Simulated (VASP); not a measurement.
The system is LaTe.

```xyz
2
Lattice="3.9361 0.0000 0.0000 0.0000 3.9361 0.0000 0.0000 0.0000 3.9361" Properties=species:S:1:pos:R:3 pbc="T T T"
La    0.0000    0.0000    0.0000
Te    1.9680    1.9680    1.9680
```

| Item | Value |
| --- | --- |
| Program | VASP 6.6.1 |
| Task | relaxation of cell and atoms |
| Functional | LDA |
| Potentials or basis | VASP PAW LDA potentials, release 64 (La, Te) |
| Cutoff | 600 eV |
| k mesh | 11 × 11 × 11 |
| Occupations | fermi-dirac, width 0.05 eV |
| Spin | no spin polarisation |

At the start: pressure -4.3 GPa; volume 30.49 Å³/atom.

Question: How do energy, volume and symmetry change on relaxing?

Answer: Over 3 steps the energy falls by 30.8 meV/atom and the volume is 28.36 Å³/atom (-7.0 %); space group Pm-3m (No. 221, to 0.05 Å).

The path:
```tsv
step	energy change (eV)	largest force (eV/Å)	pressure (GPa)	volume (Å³)
1	0.0000	0.0000	-4.33	60.98
2	-0.0309	0.0000	3.80	54.00
3	-0.0616	0.0000	-0.02	56.73
```

Final structure:
```yaml
crystal:
  lattice:
    - [3.84230, 0.00000, 0.00000]
    - [0.00000, 3.84230, 0.00000]
    - [0.00000, 0.00000, 3.84230]
  atoms:
    - { symbol: La, position: [0.00000, 0.00000, 0.00000] }
    - { symbol: Te, position: [0.50000, 0.50000, 0.50000] }
```
